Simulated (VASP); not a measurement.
TiO2, 6 atoms in the cell. The structure is tetragonal, space group I4_1/amd (No. 141). Conventional cell: a = 3.785 Å, b = 3.785 Å, c = 9.514 Å, α = 90.00°, β = 90.00°, γ = 90.00°. Within 2.6 Å of Ti (site symmetry -4m2) lie 6 O at 1.94 to 1.97 Å. Within 2.6 Å of O (site symmetry 2mm) lie 3 Ti at 1.94 to 1.97 Å and 2 O at 2.45 Å. 

* Program: VASP 6.6.1
* Task: single point
* Functional: PBE
* Potentials or basis: VASP PAW PBE potentials, release 64 (Ti_sv, O)
* Cutoff: 520 eV
* k mesh: 5 × 5 × 7
* Occupations: fermi-dirac, width 0.05 eV
* Spin: collinear spin, ferromagnetic start
* Starting moments: [1.0, 1.0, 0.0, 0.0, 0.0, 0.0] μB
* Hubbard terms: Ti d U = 5.6 eV
* Dipole correction: no
* Further INCAR settings: ALGO = Normal; EDIFF = 1e-07; NBANDS = 37; ISYM = 0

Potentials or basis: VASP PAW PBE potentials, release 64 (Ti_sv, O).

The run is started by

```bash
$ cat potpaw_PBE.64/Ti_sv/POTCAR potpaw_PBE.64/O/POTCAR > POTCAR
$ mpirun -np 1 vasp_std > vasp.out
```

Hardware: 1 thread of Intel(R) Xeon(R) 6975P-C (Granite Rapids) (shared host).

Q: Estimate the wall time of this run.

A: It took 8.4 min on 1 thread of Intel(R) Xeon(R) 6975P-C (Granite Rapids) (shared host), peak memory 0.5 GiB. Counts: scf iterations 18, k points 88.
